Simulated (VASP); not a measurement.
Set up this calculation in VASP 6.6.1, as the native input.

| Property | Result |
| --- | --- |
| Task | single point |
| Functional | PBE |
| Potentials or basis | VASP PAW PBE potentials, release 64 (In_d, Y_sv, N) |
| Cutoff | 520 eV |
| k mesh | 12 × 12 × 2 |
| Occupations | fermi-dirac, width 0.02 eV |
| Spin | non-collinear spin, zero start, spin-orbit coupling |
| Starting moments | [[0.0, 0.0, 0.0], [0.0, 0.0, 0.0], [0.0, 0.0, 0.0], [0.0, 0.0, 0.0], [0.0, 0.0, 0.0], [0.0, 0.0, 0.0], [0.0, 0.0, 0.0], [0.0, 0.0, 0.0]] μB |
| Dipole correction | no |
| Further INCAR settings | ALGO = Normal; EDIFF = 1e-06; NBANDS = 88 |

The structure of YIn3N4 lies in POSCAR:

```
YIn3N4
1.0
    3.6171292672      0.0000000000      0.0000000000
   -1.8085646336      3.1325258342      0.0000000000
    0.0000000000      0.0000000000     11.4600052025
In Y N
3 1 4
Direct
    0.3333333333      0.6666666667      0.0036310858
    0.3333333333      0.6666666667      0.4937375156
    0.6666666667      0.3333333333      0.2485443797
    0.6666666667      0.3333333333      0.7444722920
    0.3333333333      0.6666666667      0.1934604162
    0.3333333333      0.6666666667      0.6825012026
    0.6666666667      0.3333333333      0.4386406437
    0.6666666667      0.3333333333      0.9450124644
```

The input as run:

INCAR

```
SYSTEM = YIn3N4
PREC = Accurate
ENCUT = 520
EDIFF = 1E-6
ISMEAR = -1
SIGMA = 0.02
LREAL = .False.
LASPH = .True.
NELM = 150
ALGO = Normal
ISIF = 2
LWAVE = .False.
LCHARG = .True.
MAGMOM = 0 0 0 0 0 0 0 0 0 0 0 0 0 0 0 0 0 0 0 0 0 0 0 0
LORBIT = 11
LSORBIT = .True.
GGA_COMPAT = .False.
LORBMOM = .True.
LMAXMIX = 4
GGA = PE
LVHAR = .True.
NBANDS = 88
KPAR = 4
```

KPOINTS

```
Automatic mesh
0
Gamma
  12 12 2
  0 0 0
```

Potentials or basis: VASP PAW PBE potentials, release 64 (In_d, Y_sv, N).

Run with:

```console
$ cat potpaw_PBE.64/In_d/POTCAR potpaw_PBE.64/Y_sv/POTCAR potpaw_PBE.64/N/POTCAR > POTCAR
$ mpirun -np 4 vasp_ncl > vasp.out
```

Results of the run:

```yaml
Pressure: 3.1 GPa
Largest_force: 0.160 eV/Å
Net_moment: 0.00 μB per cell
Valence_electrons_inside_the_program's_atomic_spheres: In 11.47, 11.49, 11.48; Y 10.14; N 3.63, 3.73, 3.64 (each value once)
```

Caveat: the cell stands under pressure.

It took 12 min on 4 MPI ranks on Intel(R) Xeon(R) Platinum 8259CL CPU @ 2.50GHz (Skylake/Cascade Lake), with other jobs on the host, peak memory 1.2 GiB a rank.
